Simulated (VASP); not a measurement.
A run of VASP 6.6.1 is set up as follows.

INCAR

```
PREC = Accurate
ENCUT = 520
EDIFF = 1E-7
ISMEAR = 0
SIGMA = 0.05
LREAL = F
LASPH = T
NELM = 100
ALGO = Normal
ISIF = 2
LWAVE = F
LCHARG = F
GGA = CA
NBANDS = 9
```

KPOINTS

```
Automatic mesh
0
Gamma
  10 10 10
```

POSCAR

```
LiH
1.0
    0.0000000000      2.1138000000      2.1951000000
    2.1138000000      0.0000000000      2.1951000000
    2.1138000000      2.1138000000      0.0000000000
Li H
1 1
Direct
    0.0000000000      0.0000000000      0.0000000000
    0.5000000000      0.5000000000      0.5000000000
```

Potentials or basis: VASP PAW LDA potentials, release 64 (Li_sv, H).

Command:

```sh
$ cat potpaw_LDA.64/Li_sv/POTCAR potpaw_LDA.64/H/POTCAR > POTCAR
$ mpirun -np 1 vasp_std > vasp.out
```

Estimate the band gap on the k mesh.

2.39 eV, indirect (least direct gap 2.66 eV).

Caveat: the cell differs from its parent crystal (strain +0.040 along x and y, +0.080 along z). A k mesh can miss the band edges.
